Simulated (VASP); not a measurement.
Set up this calculation in VASP 6.6.1, as the native input.

```
Task                   : relaxation of cell and atoms
Functional             : PBEsol
Potentials or basis    : VASP PAW PBE potentials, release 64 (Ti_sv, C)
Cutoff                 : 600 eV
k mesh                 : 12 × 12 × 12
Occupations            : gaussian, width 0.1 eV
Spin                   : no spin polarisation
Dipole correction      : no
Further INCAR settings : ALGO = Normal; EDIFF = 1e-06; IBRION = 2; EDIFFG = -0.01; NSW = 80; ISIF = 3
```

The structure of TiC2 lies in POSCAR:

```
TiC2
1.0
    0.0000000000      2.8540111240      4.3119398915
    2.0453824270      0.0000000000      4.3119398915
    2.0453824270      2.8540111240      0.0000000000
Ti C
2 4
Direct
    0.0000000000      0.0000000000      0.0000000000
    0.2500000000      0.2500000000      0.2500000000
    0.5873841882      0.5873841882      0.4126158118
    0.4126158118      0.4126158118      0.5873841882
    0.6626158118      0.6626158118      0.8373841882
    0.8373841882      0.8373841882      0.6626158118
```

One way to write it, as run:

INCAR

```
PREC = Accurate
ENCUT = 600
EDIFF = 1E-6
ISMEAR = 0
SIGMA = 0.1
LREAL = F
LASPH = T
NELM = 100
ALGO = Normal
ISIF = 3
LWAVE = F
LCHARG = F
GGA = PS
IBRION = 2
NSW = 80
EDIFFG = -0.01
```

KPOINTS

```
regular mesh
0
Gamma
  12 12 12
```

Potentials or basis: VASP PAW PBE potentials, release 64 (Ti_sv, C).

The run is started by

```sh
$ cat potpaw_PBE.64/Ti_sv/POTCAR potpaw_PBE.64/C/POTCAR > POTCAR
$ mpirun -np 1 vasp_std > vasp.out
```

Results of the run:

* Relaxed volume: 8.44 Å³/atom
* Relaxed cell: a = 5.175 Å, b = 4.754 Å, c = 3.538 Å, α = 75.66°, β = 62.87°, γ = 41.48°
* Space group after relaxing (to 0.1 Å): Fddd (No. 70)
* Energy gained by relaxing: 0.5 meV/atom
* Ionic steps: 12
* Pressure after relaxing: 0.0 GPa
* Largest force after relaxing: 0.005 eV/Å
* Band gap on the k mesh: zero (bands 20 and 21 overlap by 2.10 eV)

Caveat: the PAW data sets were made with another functional, which shifts forces and pressure a little.

It took 34 min on 1 thread of AMD EPYC 9R45 96-Core Processor (Zen 5), with other jobs on the host, peak memory 0.46 GiB.
